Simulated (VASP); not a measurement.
The system is Ru.

```
Ru
1.0
     4.46424    0.00000    0.00000
    -2.23212    3.86615    0.00000
     0.00000    0.00000    2.73677
Ru
3
Direct
  0.00000 0.00000 0.00000
  0.33333 0.66667 0.50000
  0.66667 0.33333 0.50000
```

- Program: VASP 6.6.1
- Task: relaxation of cell and atoms
- Functional: PBEsol
- Potentials or basis: VASP PAW PBE potentials, release 64 (Ru_pv)
- Cutoff: 600 eV
- k mesh: 6 × 6 × 6
- Occupations: gaussian, width 0.1 eV
- Spin: no spin polarisation

At the start: pressure -33.2 GPa; volume 15.75 Å³/atom.

Where does the relaxation end?

Over 10 steps the energy falls by 256.9 meV/atom and the volume is 13.67 Å³/atom (-13.2 %); space group P6/mmm (No. 191, to 0.05 Å).

The path:
| step | energy change (eV) | largest force (eV/Å) | pressure (GPa) | volume (Å³) |
| --- | --- | --- | --- | --- |
| 1 | 0.0000 | 0.0000 | -33.20 | 47.24 |
| 2 | 7.6261 | 0.0000 | 295.32 | 28.23 |
| 3 | -0.7503 | 0.0000 | -6.18 | 41.78 |
| 4 | -0.7643 | 0.0000 | -2.66 | 41.30 |
| 5 | -0.7677 | 0.0000 | 0.30 | 40.93 |
| 6 | -0.7674 | 0.0000 | -0.65 | 41.05 |
| 7 | -0.7703 | 0.0000 | -0.80 | 41.11 |
| 8 | -0.7705 | 0.0000 | -0.79 | 41.10 |
| 9 | -0.7693 | 0.0000 | 1.93 | 40.76 |
| 10 | -0.7707 | 0.0000 | 0.01 | 41.00 |

Final structure:
```yaml
crystal:
  lattice:
    - [4.22396, 0.00000, 0.00000]
    - [-2.11198, 3.65805, 0.00000]
    - [0.00000, 0.00000, 2.65325]
  atoms:
    - { symbol: Ru, position: [0.00000, 0.00000, 0.00000] }
    - { symbol: Ru, position: [0.33333, 0.66667, 0.50000] }
    - { symbol: Ru, position: [0.66667, 0.33333, 0.50000] }
```

Caveat: the k points lie up to 0.39 Å⁻¹ apart in the final cell; the PAW data sets were made with another functional, which shifts forces and pressure a little.
